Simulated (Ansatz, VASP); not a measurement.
## SiO2 in VASP and in Ansatz

```
Si O
1.0
     4.97900    0.00000    0.00000
     0.00000    4.97900    0.00000
     0.00000    0.00000    6.95000
Si O
4 8
Direct
  0.30017 0.30017 0.00000
  0.19983 0.80017 0.25000
  0.69983 0.69983 0.50000
  0.80017 0.19983 0.75000
  0.23944 0.10492 0.17852
  0.39508 0.73944 0.42852
  0.76056 0.89508 0.67852
  0.60492 0.26056 0.92852
  0.73944 0.39508 0.57148
  0.89508 0.76056 0.32148
  0.26056 0.60492 0.07148
  0.10492 0.23944 0.82148
```

Alike in both runs: task electric field gradients; functional PBE; k mesh 5 × 5 × 4; occupations fermi-dirac, width 0.02 eV; no spin polarisation.

```csv
,VASP,Ansatz
version,VASP 6.6.1,Ansatz 0.2.0
potentials or method,"VASP PAW PBE potentials, release 64 (Si, O)","plane-wave PAW, scalar-relativistic"
plane-wave cutoff (eV),520,420
valence electrons in the cell,64,64
```

Ansatz gave:

- gap on the k mesh at the Fermi level (eV): 5.77
- pressure (GPa): 6.3
- traceless stress, the component that is largest in VASP (GPa): 0.48
- rms of the force components (eV/Å): 0.201
- size of Vzz on the site where it differs most (V/Å²): 95.0

Q: Estimate VASP's values.

A: gap on the k mesh at the Fermi level (eV): 5.77; pressure (GPa): 6.4; traceless stress, the component that is largest in VASP (GPa): 0.46; rms of the force components (eV/Å): 0.201; size of Vzz on the site where it differs most (V/Å²): 87.6.

Atom by atom the forces differ by 0.009 eV/Å (rms over components). With one functional, cell and mesh, what is left measures potentials, basis and numerics.
